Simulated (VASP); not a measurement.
Runs of VASP 6.6.1 on Be3Se2O. The structure is that of space group Cmc2_1 (No. 36), or close to it. The cells are those of the table. 

| level | cell | k mesh | smearing | gap on the mesh (eV) | pressure (GPa) | largest force (eV/Å) |
| --- | --- | --- | --- | --- | --- | --- |
| PBE | a = 5.442, b = 5.740, c = 5.829 Å, angles 119.5, 90.0, 90.0°, 12 atoms | 4 × 4 × 4 | gaussian 0.1 eV | 3.25 | 0.2 | 0.01 |
| PBE | a = 5.715, b = 5.715, c = 5.329 Å, angles 90.0, 90.0, 58.9°, 12 atoms | 6 × 6 × 4 | gaussian 0.02 eV | 3.00 | 7.3 | 0.01 |
| r2SCAN | a = 5.829, b = 5.829, c = 5.442 Å, angles 90.0, 90.0, 59.0°, 12 atoms | 6 × 6 × 4 | gaussian 0.02 eV | (c) | -0.7 | (b) |
| PBE | a = 5.829, b = 5.829, c = 5.442 Å, angles 90.0, 90.0, 59.0°, 12 atoms | 6 × 6 × 4 | gaussian 0.02 eV | (a) | 0.3 | 0.01 |

Alike in all rows: task single point; potentials or basis VASP PAW PBE potentials, release 64 (Be, Se, O); no spin polarisation; cutoff (eV) 520.

Q: Fill in the values left out.

A: (a) 3.02; (b) 0.06; (c) 3.53.

Caveats: the PAW data sets were made with another functional, which shifts forces and pressure a little (some runs).

A k mesh can miss the band edges, and the runs leave out spin-orbit coupling on Se.
